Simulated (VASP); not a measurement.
# C (Fd-3m) in VASP: further runs

C is run at these levels: r2SCAN50; tasks: single point.

All numbers are computed with VASP 6.6.1; they aren't measurements. Logs are shortened: lines on timing, memory, paths and dates and some standing lists are left out, and cuts for length are marked.

## 1. The cell of the first run

It takes space group Fd-3m (No. 227, cubic). Conventional cell: a = 3.494 Å, b = 3.494 Å, c = 3.494 Å, α = 90.00°, β = 90.00°, γ = 90.00°. Within 2.0 Å of C (site symmetry -43m) lie 4 C at 1.51 Å.

## 2. Single point, r2SCAN50

POSCAR

```
C
1.0
    0.0000000000      1.7469644787      1.7469644787
    1.7469644787      0.0000000000      1.7469644787
    1.7469644787      1.7469644787      0.0000000000
C
2
Direct
    0.7500000000      0.7500000000      0.7500000000
    0.5000000000      0.5000000000      0.5000000000
```

INCAR.step1

```
PREC     = Accurate       # precision mode
ENCUT    = 520            # plane-wave cutoff, eV
EDIFF    = 1E-5           # SCF threshold, eV
ISMEAR   = -1             # smearing method
SIGMA    = 0.05           # smearing width, eV
LREAL    = False          # projectors in reciprocal space
LASPH    = True           # aspherical terms in the spheres
NELM     = 80             # most SCF steps
ALGO     = Normal         # electronic algorithm
ISIF     = 2              # what is computed and relaxed
LWAVE    = True           # write WAVECAR
LCHARG   = False          # write CHGCAR
GGA      = PE             # functional
NBANDS   = 11             # bands
```

INCAR.step2

```
PREC     = Accurate       # precision mode
ENCUT    = 520            # plane-wave cutoff, eV
EDIFF    = 1E-6           # SCF threshold, eV
ISMEAR   = -1             # smearing method
SIGMA    = 0.05           # smearing width, eV
LREAL    = False          # projectors in reciprocal space
LASPH    = True           # aspherical terms in the spheres
NELM     = 80             # most SCF steps
ALGO     = Normal         # electronic algorithm
ISIF     = 2              # what is computed and relaxed
LWAVE    = False          # write WAVECAR
LCHARG   = False          # write CHGCAR
METAGGA  = R2SCAN         # meta-GGA
LHFCALC  = True           # exact exchange
AEXX     = 0.5            # exact-exchange fraction
LMIXTAU  = True         
PRECFOCK = Normal       
ISTART   = 1            
NBANDS   = 11             # bands
```

KPOINTS

```
regular mesh
0
Gamma
  7 7 7
```

Potentials or basis: VASP PAW PBE potentials, release 64 (C).

Run with:

```sh
> cat potpaw_PBE.64/C/POTCAR > POTCAR
> cp INCAR.step1 INCAR
> mpirun -np 1 vasp_std > vasp.out
> cp INCAR.step2 INCAR
> mpirun -np 1 vasp_std > vasp.out
```

OUTCAR:

```text
PREC = Accurate
   ENCUT = 520
   EDIFF = 1E-6
   ISMEAR = -1
   LREAL = False
   LASPH = True
   NELM = 80
   ISIF = 2
   METAGGA = R2SCAN
   LHFCALC = True
   AEXX = 0.5
   PRECFOCK = Normal
   ISTART = 1

 ion  position               nearest neighbor table
   1  0.750  0.750  0.750-   2 1.51   2 1.51   2 1.51   2 1.51
   2  0.500  0.500  0.500-   1 1.51   1 1.51   1 1.51   1 1.51

  LATTYP: Found a face centered cubic cell.
 ALAT       =     3.4939289574

  Lattice vectors:

 A1 = (   0.0000000000,   1.7469644787,   1.7469644787)
 A2 = (   1.7469644787,   0.0000000000,   1.7469644787)
 A3 = (   1.7469644787,   1.7469644787,   0.0000000000)

Analysis of symmetry for initial positions (statically):
=====================================================================
 Subroutine PRICEL returns:
 Original cell was already a primitive cell.

 Routine SETGRP: Setting up the symmetry group for a
 face centered cubic supercell.

 Subroutine GETGRP returns: Found 48 space group operations
 (whereof 24 operations were pure point group operations)
 out of a pool of 48 trial point group operations.

The static configuration has the point symmetry T_d .
 The point group associated with its full space group is O_h .

Analysis of symmetry for dynamics (positions and initial velocities):
=====================================================================
 Subroutine PRICEL returns:
 Original cell was already a primitive cell.

 Routine SETGRP: Setting up the symmetry group for a
 face centered cubic supercell.

 Subroutine GETGRP returns: Found 48 space group operations
 (whereof 24 operations were pure point group operations)
 out of a pool of 48 trial point group operations.

The dynamic configuration has the point symmetry T_d .
 The point group associated with its full space group is O_h .

 Subroutine INISYM returns: Found 48 space group operations
 (whereof 24 operations are pure point group operations),
 and found     1 'primitive' translations

----------------------------------------------------------------------------------------

                                     Primitive cell

  volume of cell :      10.6631

  direct lattice vectors                    reciprocal lattice vectors
     0.000000000  1.746964479  1.746964479    -0.286210742  0.286210742  0.286210742
     1.746964479  0.000000000  1.746964479     0.286210742 -0.286210742  0.286210742
     1.746964479  1.746964479  0.000000000     0.286210742  0.286210742 -0.286210742

  length of vectors
     2.470580859  2.470580859  2.470580859     0.495731547  0.495731547  0.495731547

  position of ions in fractional coordinates (direct lattice)
     0.750000000  0.750000000  0.750000000
     0.500000000  0.500000000  0.500000000

  ion indices of the primitive-cell ions
   primitive index   ion index
                 1           1
                 2           2

----------------------------------------------------------------------------------------

 KPOINTS: regular mesh

Automatic generation of k-mesh.
 Grid dimensions read from file:
 generate k-points for:    7    7    7

 Generating k-lattice:

  Cartesian coordinates                     Fractional coordinates (reciprocal lattice)
    -0.040887249  0.040887249  0.040887249     0.142857143  0.000000000  0.000000000
     0.040887249 -0.040887249  0.040887249     0.000000000  0.142857143  0.000000000
     0.040887249  0.040887249 -0.040887249     0.000000000  0.000000000  0.142857143

  Length of vectors
     0.070818792  0.070818792  0.070818792

  Shift w.r.t. Gamma in fractional coordinates (k-lattice)
     0.000000000  0.000000000  0.000000000

 Subroutine IBZKPT returns following result:
 ===========================================

 Found     20 irreducible k-points:

 Following reciprocal coordinates:
            Coordinates               Weight
  0.000000  0.000000  0.000000      1.000000
  0.142857  0.000000  0.000000      8.000000
  0.285714  0.000000  0.000000      8.000000
  0.428571  0.000000  0.000000      8.000000
  0.142857  0.142857  0.000000      6.000000
  0.285714  0.142857  0.000000     24.000000
[... 12 lines left out ...]
 -0.428571  0.428571  0.142857     24.000000
 -0.285714  0.428571  0.142857     24.000000
   k-points           NKPTS =     20   k-points in BZ     NKDIM =    343   number of bands    NBANDS=     11
   number of dos      NEDOS =    301   number of ions     NIONS =      2
   total plane-waves  NPLWV =   5832
   dimension x,y,z NGX =    18 NGY =   18 NGZ =   18
   dimension x,y,z NGXF=    36 NGYF=   36 NGZF=   36
   ions per type =               2
   NGX,Y,Z   is equivalent  to a cutoff of  12.11, 12.11, 12.11 a.u.
   NGXF,Y,Z  is equivalent  to a cutoff of  24.22, 24.22, 24.22 a.u.
 SYSTEM =  unknown system
   PREC   = accura    normal or accurate (medium, high low for compatibility)
   ISTART =      1    job   : 0-new  1-cont  2-samecut
   ICHARG =      0    charge: 1-file 2-atom 10-const
   ISPIN  =      1    spin polarized calculation?
   LNONCOLLINEAR =      F non collinear calculations
   LSORBIT =      F    spin-orbit coupling
   LASPH  =      T    aspherical Exc in radial PAW
   ENCUT  =  520.0 eV  38.22 Ry    6.18 a.u.   4.59  4.59  4.59*2*pi/ulx,y,z
   NELM   =     80;   NELMIN=  2; NELMDL=  0     # of ELM steps
   EDIFF  = 0.1E-05   stopping-criterion for ELM
   LREAL  =      F    real-space projection
   EDIFFG = 0.1E-04   stopping-criterion for IOM
   NSW    =      0    number of steps for IOM
   IBRION =     -1    ionic relax: 0-MD 1-quasi-New 2-CG
   NFREE  =      0    steps in history (QN), initial steepest desc. (CG)
   ISIF   =      2    stress and relaxation
   ISYM   =      3    0-nonsym 1-usesym 2-fastsym
   POTIM  = 0.5000    time-step for ionic-motion
   TEBEG  =    0.0;   TEEND  =   0.0 temperature during run
   PSTRESS=    0.0 pullay stress
   NELECT =       8.0000    total number of electrons
   NUPDOWN=      -1.0000    fix difference up-down
   EMIN   =  10.00;   EMAX   =-10.00  energy-range for DOS
   EFERMI =   0.00;   METHOD = LEGACY
   ISMEAR =    -1;   SIGMA  =   0.05  broadening in eV -4-tet -1-fermi 0-gaus
   EFERMI_NEDOS =   21; number of points for ismear=-14 and -15
   IALGO  =     38    algorithm
   IMIX   =      1    mixing-type and parameters
     AMIX     =   0.40;   BMIX     =  1.00
     AMIX_MAG =   1.60;   BMIX_MAG =  1.00
  volume/ion in A,a.u.               =       5.33        35.98
  Fermi-wavevector in a.u.,A,eV,Ry     =   1.487570  2.811100 30.107851  2.212865
  Thomas-Fermi vector in A             =   2.600714
   LORBIT       =      0    0 simple, 1 ext, 2 COOP (PROOUT), +10 PAW based schemes
   METAGGA = R2SCAN    functional components
   LHFCALC =     T    Hartree Fock is set to
   PRECFOCK=normal    Normal, Fast or Accurate (Low or Medium for compatibility)
   ENCUT4O =  -1.0   cutoff for four orbital integrals eV
   NKREDX  =     1    reduce k-point grid by
   NKREDY  =     1    reduce k-point grid by
   NKREDZ  =     1    reduce k-point grid by
   AEXX    =    0.5000 exact exchange contribution
   HFSCREEN=    0.0000 screening length (either q_TF or 0.3 A-1)
   HFSCREENC=   0.0000 screening length for correlation (either q_TF or 0.3 A-1)
   ENCUTFOCK=  -1.0 apply spherical cutoff to Coloumb kernel
   IVDW    =     0    specifies the selected vdW correction
   LEPSILON=     F    determine dielectric tensor
   LRPA    =     F    only Hartree local field effects (RPA)
 non-spin polarized calculation
  energy-cutoff  :      520.00
  volume of cell :       10.66
 maximum number of plane-waves:       298
  NGX = 14; NGY = 14; NGZ = 14

 number of electron       8.0000001 magnetization

 Free energy of the ion-electron system (eV)
  ---------------------------------------------------
  ext. energy  EPLUGINS =         0.00000000
  ---------------------------------------------------
  free energy    TOTEN  =       -26.73046702 eV

  energy without entropy =      -26.73046702  energy(sigma->0) =      -26.73046702

 E-fermi :   9.6765     XC(G=0):  -7.9542

 val. band max:        8.6460639879   @ k =   0.0000   0.0000   0.0000
 cond. band min:      16.9413554352   @ k =   0.4286   0.4286   0.0000
 fundamental gap:      8.2952914473
 Fermi energy:         9.6765302544

 k-point     1 :       0.0000    0.0000    0.0000
  band No.  band energies     occupation
      1     -18.2745      2.00000
      2       8.6461      2.00000
      3       8.6461      2.00000
      4       8.6461      2.00000
      5      18.7383      0.00000
      6      18.7383      0.00000
      7      18.7383      0.00000
      8      29.0263      0.00000
      9      33.9391      0.00000
     10      41.2924      0.00000
     11      41.2924      0.00000

 k-point     2 :       0.1429    0.0000    0.0000
  band No.  band energies     occupation
      1     -17.5842      2.00000
      2       4.9216      2.00000
      3       7.6391      2.00000
      4       7.6391      2.00000
      5      20.0720      0.00000
      6      20.0720      0.00000
      7      20.6127      0.00000
      8      29.4469      0.00000
      9      34.9783      0.00000
     10      37.4986      0.00000
     11      37.4986      0.00000

 k-point     3 :       0.2857    0.0000    0.0000
  band No.  band energies     occupation
      1     -15.5379      2.00000
      2      -1.2400      2.00000
      3       6.0779      2.00000
      4       6.0779      2.00000
      5      21.7673      0.00000
      6      21.7673      0.00000
      7      22.3041      0.00000
      8      30.2674      0.00000
      9      35.9772      0.00000
     10      37.0859      0.00000
     11      37.0859      0.00000
[... 211 lines left out ...]
 k-point    19 :      -0.4286    0.4286    0.1429
  band No.  band energies     occupation
      1      -9.4838      2.00000
      2      -4.5394      2.00000
      3      -0.9290      2.00000
      4      -0.1089      2.00000
      5      20.2864      0.00000
      6      21.5265      0.00000
      7      28.9573      0.00000
      8      31.7241      0.00000
      9      36.8979      0.00000
     10      38.9924      0.00000
     11      45.7238      0.00000

 k-point    20 :      -0.2857    0.4286    0.1429
  band No.  band energies     occupation
      1      -7.8217      2.00000
      2      -5.7355      2.00000
      3      -2.9188      2.00000
      4       0.2830      2.00000
      5      21.5285      0.00000
      6      25.8905      0.00000
      7      27.9693      0.00000
      8      28.8216      0.00000
      9      34.8580      0.00000
     10      39.1852      0.00000
     11      43.5443      0.00000

------------------------ aborting loop because EDIFF is reached ----------------------------------------

  FORCE on cell =-STRESS in cart. coord.  units (eV):
  Direction    XX          YY          ZZ          XY          YZ          ZX
  --------------------------------------------------------------------------------------
  -------------------------------------------------------------------------------------
  Total        0.9111015      0.9111015      0.9111015      0.0000000      0.0000000      0.0000000
  in kB      136.8973801    136.8973801    136.8973801      0.0000000      0.0000000      0.0000000
  external PRESSURE =     136.8973801 kB  Pullay stress =       0.0000000 kB

 VOLUME and BASIS-vectors are now :
 -----------------------------------------------------------------------------
  energy-cutoff  :      520.00
  volume of cell :       10.66
      direct lattice vectors                 reciprocal lattice vectors
     0.000000000  1.746964479  1.746964479    -0.286210742  0.286210742  0.286210742
     1.746964479  0.000000000  1.746964479     0.286210742 -0.286210742  0.286210742
     1.746964479  1.746964479  0.000000000     0.286210742  0.286210742 -0.286210742

 POSITION                                       TOTAL-FORCE (eV/Angst)
 -----------------------------------------------------------------------------------
      2.62045      2.62045      2.62045         0.000000      0.000000      0.000000
      1.74696      1.74696      1.74696        -0.000000     -0.000000     -0.000000
 -----------------------------------------------------------------------------------
    total drift:                               -0.000000      0.000000     -0.000000

  FREE ENERGIE OF THE ION-ELECTRON SYSTEM (eV)
  ---------------------------------------------------
  free  energy   TOTEN  =       -26.7304670218 eV

  energy  without entropy=      -26.7304670218  energy(sigma->0) =      -26.73046702
```

Run time: 3.1 min. Hardware: 1 thread of Intel Xeon Platinum 8488C (Sapphire Rapids), shared host; peak memory 0.12 GiB.

What came out:

| Property | Result |
| --- | --- |
| Free energy | -26.7305 eV |
| Pressure | 13.7 GPa |
| Band gap on the k mesh | 8.30 eV (least direct gap 10.09 eV) |

Levels at points of the mesh, in eV from the valence-band top:
| k point | band 1 | band 2 | band 3 | band 4 | band 5 | band 6 | band 7 | band 8 |
| --- | --- | --- | --- | --- | --- | --- | --- | --- |
| (0.00, 0.00, 0.00) | -26.92 | 0.00 | 0.00 | 0.00 | 10.09 | 10.09 | 10.09 | 20.38 |

Caveat: the k points lie up to 0.44 Å⁻¹ apart; the PAW data sets were made with another functional, which shifts forces and pressure a little; an odd mesh through Γ misses points on the zone boundary, where band edges can lie.

## 3. Single point, r2SCAN50

This run uses another cell than the first one, of 5.44 Å³/atom.

POSCAR

```
C
1.0
    0.0000000000      1.7592674508      1.7592674508
    1.7592674508      0.0000000000      1.7592674508
    1.7592674508      1.7592674508      0.0000000000
C
2
Direct
    0.7500000000      0.7500000000      0.7500000000
    0.5000000000      0.5000000000      0.5000000000
```

INCAR.step1

```
  ALGO = Normal
  EDIFF = 1E-5
  ENCUT = 520
  GGA = PE
  ISIF = 2
  ISMEAR = -1
  LASPH = True
  LCHARG = False
  LREAL = False
  LWAVE = True
  NBANDS = 11
  NELM = 80
  PREC = Accurate
  SIGMA = 0.05
```

INCAR.step2

```
  AEXX = 0.5
  ALGO = Normal
  EDIFF = 1E-7
  ENCUT = 520
  ISIF = 2
  ISMEAR = -1
  ISTART = 1
  LASPH = True
  LCHARG = False
  LHFCALC = True
  LMIXTAU = True
  LREAL = False
  LWAVE = False
  METAGGA = R2SCAN
  NBANDS = 11
  NELM = 80
  PREC = Accurate
  PRECFOCK = Normal
  SIGMA = 0.05
```

KPOINTS

```
k-points
0
Gamma
  7 7 7
```

Potentials or basis: VASP PAW PBE potentials, release 64 (C).

Run with:

```sh
> cat potpaw_PBE.64/C/POTCAR > POTCAR
> cp INCAR.step1 INCAR
> mpirun -np 1 vasp_std > vasp.out
> cp INCAR.step2 INCAR
> mpirun -np 1 vasp_std > vasp.out
```

Run time: 3.7 min. Hardware: 1 thread of Intel Xeon Platinum 8488C (Sapphire Rapids), shared host; peak memory 0.13 GiB.

Results (log left out):

| Item | Value |
| --- | --- |
| Free energy | -26.7423 eV |
| Pressure | 2.4 GPa |
| Band gap on the k mesh | 8.23 eV (least direct gap 10.02 eV) |

Levels at points of the mesh, in eV from the valence-band top:
| k point | band 1 | band 2 | band 3 | band 4 | band 5 | band 6 | band 7 | band 8 |
| --- | --- | --- | --- | --- | --- | --- | --- | --- |
| (0.00, 0.00, 0.00) | -26.60 | 0.00 | 0.00 | 0.00 | 10.02 | 10.02 | 10.02 | 19.83 |

Caveat: the k points lie up to 0.44 Å⁻¹ apart; the PAW data sets were made with another functional, which shifts forces and pressure a little; an odd mesh through Γ misses points on the zone boundary, where band edges can lie.

## 4. Single point, r2SCAN50

This run uses another cell than the first one, of 5.56 Å³/atom.

POSCAR

```
C
1.0
    0.0000000000      1.7714007132      1.7714007132
    1.7714007132      0.0000000000      1.7714007132
    1.7714007132      1.7714007132      0.0000000000
C
2
Direct
    0.7500000000      0.7500000000      0.7500000000
    0.5000000000      0.5000000000      0.5000000000
```

INCAR.step1

```
PREC = Accurate ; ENCUT = 520
EDIFF = 1E-5 ; ISMEAR = -1
SIGMA = 0.05 ; LREAL = False
LASPH = True ; NELM = 60
ALGO = Normal ; ISIF = 2
LWAVE = True ; LCHARG = False
GGA = PE ; NBANDS = 11
```

INCAR.step2

```
PREC = Accurate ; ENCUT = 520
EDIFF = 1E-6 ; ISMEAR = -1
SIGMA = 0.05 ; LREAL = False
LASPH = True ; NELM = 60
ALGO = Normal ; ISIF = 2
LWAVE = False ; LCHARG = False
METAGGA = R2SCAN ; LHFCALC = True
AEXX = 0.5 ; LMIXTAU = True
PRECFOCK = Normal ; ISTART = 1
NBANDS = 11
```

KPOINTS

```
regular mesh
0
Gamma
  7 7 7
```

Run with:

```sh
> cat potpaw_PBE.64/C/POTCAR > POTCAR
> cp INCAR.step1 INCAR
> mpirun -np 1 vasp_std > vasp.out
> cp INCAR.step2 INCAR
> mpirun -np 1 vasp_std > vasp.out
```

Wall time 3.3 min (1 thread of Intel Xeon Platinum 8488C (Sapphire Rapids), shared host); peak memory 0.13 GiB.

It converged, with:

* Free energy: -26.7390 eV
* Pressure: -7.8 GPa
* Band gap on the k mesh: 8.18 eV (least direct gap 9.95 eV)

Levels at points of the mesh, in eV from the valence-band top:
| k point | band 2 | band 3 | band 4 | band 5 | band 6 | band 7 |
| --- | --- | --- | --- | --- | --- | --- |
| (0.00, 0.00, 0.00) | 0.00 | 0.00 | 0.00 | 9.95 | 9.95 | 9.95 |

Caveat: the k points lie up to 0.44 Å⁻¹ apart; the PAW data sets were made with another functional, which shifts forces and pressure a little; an odd mesh through Γ misses points on the zone boundary, where band edges can lie.

## 5. Overview

```tsv
cell	gap on the mesh (eV)	pressure (GPa)
a = 2.471 Å, angles 60.0°, 2 atoms	8.30	13.7
a = 2.488 Å, angles 60.0°, 2 atoms	8.23	2.4
a = 2.505 Å, angles 60.0°, 2 atoms	8.18	-7.8
```

Alike in all rows: task single point; level r2SCAN50; potentials or basis VASP PAW PBE potentials, release 64 (C); no spin polarisation; k mesh 7 × 7 × 7; cutoff (eV) 520; smearing fermi-dirac 0.05 eV.

Caveats: all runs use coarse meshes; the PAW data sets were made with another functional, which shifts forces and pressure a little; an odd mesh through Γ misses points on the zone boundary, where band edges can lie.

Total energies depend on the potentials used, so only differences within one code and one set of settings carry meaning.
